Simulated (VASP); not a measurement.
Input of a VASP 6.6.1 run:

INCAR

```
SYSTEM = MgO
PREC = Accurate ; ENCUT = 520
EDIFF = 1E-6 ; ISMEAR = 0
SIGMA = 0.05 ; LREAL = .FALSE.
LASPH = .TRUE. ; NELM = 80
ALGO = Normal ; ISIF = 2
LWAVE = .FALSE. ; LCHARG = .FALSE.
GGA = CA ; NBANDS = 36
```

Contents of KPOINTS:

```
Automatic mesh
0
G
  4 4 4
  0 0 0
```

Contents of POSCAR:

```
MgO
1.0
    5.5230736673      0.0000000000      0.0000000000
    0.0000000000      5.5230736673      0.0000000000
    0.0000000000      0.0000000000      5.5230736673
Mg O
6 6
Direct
    0.2500000000     -0.0237187119      0.5000000000
    0.0000000000      0.5237187119      0.2500000000
    0.5000000000      0.7500000000      0.0000000000
    0.7500000000     -0.0237187119      0.5000000000
    0.0000000000      0.5237187119      0.7500000000
    0.5000000000      0.2500000000      0.0000000000
    0.2500000000      0.4892847915      0.0000000000
    0.5000000000      0.0107152085      0.2500000000
    0.0000000000      0.7500000000      0.5000000000
    0.7500000000      0.4892847915      0.0000000000
    0.5000000000      0.0107152085      0.7500000000
    0.0000000000      0.2500000000      0.5000000000
```

Potentials or basis: VASP PAW LDA potentials, release 64 (Mg, O).

Command:

```console
$ cat potpaw_LDA.64/Mg/POTCAR potpaw_LDA.64/O/POTCAR > POTCAR
$ mpirun -np 1 vasp_std > vasp.out
```

(1) Predict the pressure.

(2) Estimate the band gap on the k mesh.

(3) Predict the largest force.

## Answers

(1) -0.1 GPa.

(2) 2.54 eV, indirect (least direct gap 2.58 eV).

(3) 2.367 eV/Å.

Caveat: the cell differs from its parent crystal (mode 14 frozen in at -0.072 Å and mode 24 at -0.115 Å (largest displacements)); forces of over 1 eV/Å act on the atoms, so gaps and moduli don't describe the material at rest.
